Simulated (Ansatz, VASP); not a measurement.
## Two plane-wave programs on FeNi3

Contents of INCAR:

```
SYSTEM = FeNi3
PREC = Accurate
ENCUT = 520
EDIFF = 1E-7
ISMEAR = -1
SIGMA = 0.05
LREAL = .FALSE.
LASPH = .TRUE.
NELM = 150
ALGO = Normal
ISIF = 2
LWAVE = .FALSE.
LCHARG = .FALSE.
ISPIN = 2
MAGMOM = 2.8 -1.2 1.2 -1.2
LORBIT = 11
LMAXMIX = 4
NBANDS = 31
```

Contents of KPOINTS:

```
regular mesh
0
G
  7 7 7
  0 0 0
```

The input POSCAR:

```
FeNi3
1.0
    0.0000000000      2.7903700000      2.7903700000
    2.7903700000      0.0000000000      2.7903700000
    2.7903700000      2.7903700000      0.0000000000
Fe Ni
1 3
Direct
    0.0000000000      0.0000000000      0.0000000000
    0.7500000000      0.7500000000      0.7500000000
    0.2500000000      0.2500000000      0.2500000000
    0.5000000000      0.5000000000      0.5000000000
```

Input for Ansatz:

```yaml
crystal:
  lattice:
    - [0.0, 2.79037, 2.79037]
    - [2.79037, 0.0, 2.79037]
    - [2.79037, 2.79037, 0.0]
  atoms:
    - { symbol: Fe, position: [0.0, 0.0, 0.0], spin: 2.8 }
    - { symbol: Ni, position: [0.75, 0.75, 0.75], spin: -1.2 }
    - { symbol: Ni, position: [0.25, 0.25, 0.25], spin: 1.2 }
    - { symbol: Ni, position: [0.5, 0.5, 0.5], spin: -1.2 }
kpoints:
  mp_grid:
    grid: [7, 7, 7]
hamiltonian:
  xc: lda
magnetization:
  spin_polarized: true
scf:
  occupations:
    method: fermi_dirac
    width: 0.05
output:
  eigenvalues: true
```

Alike in both runs: task single point; functional LDA; k mesh 7 × 7 × 7; occupations fermi-dirac, width 0.05 eV; collinear spin.

|  | VASP | Ansatz |
| --- | --- | --- |
| version | VASP 6.6.1 | Ansatz 0.2.0 |
| potentials or method | VASP PAW LDA potentials, release 64 (Fe, Ni) | plane waves, PAW |
| plane-wave cutoff (eV) | 520 | 420 |
| valence electrons in the cell | 38 | 70 |

Ansatz gave:

| Item | Value |
| --- | --- |
| gap on the k mesh at the Fermi level (eV) | none |
| net moment per atom (μB) | 1.08 |
| size of the moment on the site where the two differ most (μB) | 0.66 |

Task: Which values does VASP return?

Result: gap on the k mesh at the Fermi level (eV): none; net moment per atom (μB): 1.07; size of the moment on the site where the two differ most (μB): 0.61.

LDA's correlation is that of Perdew and Zunger in VASP and of Perdew and Wang (1992) in Ansatz. Site moments also hang on the region over which each program counts them. A gap of «none» marks a metal or a gap that the smearing closes. VASP's potentials hold 38 valence electrons a cell and Ansatz's 70, so a difference there can come from the potentials and not from the codes. Ansatz's warnings: seeded moment not kept.
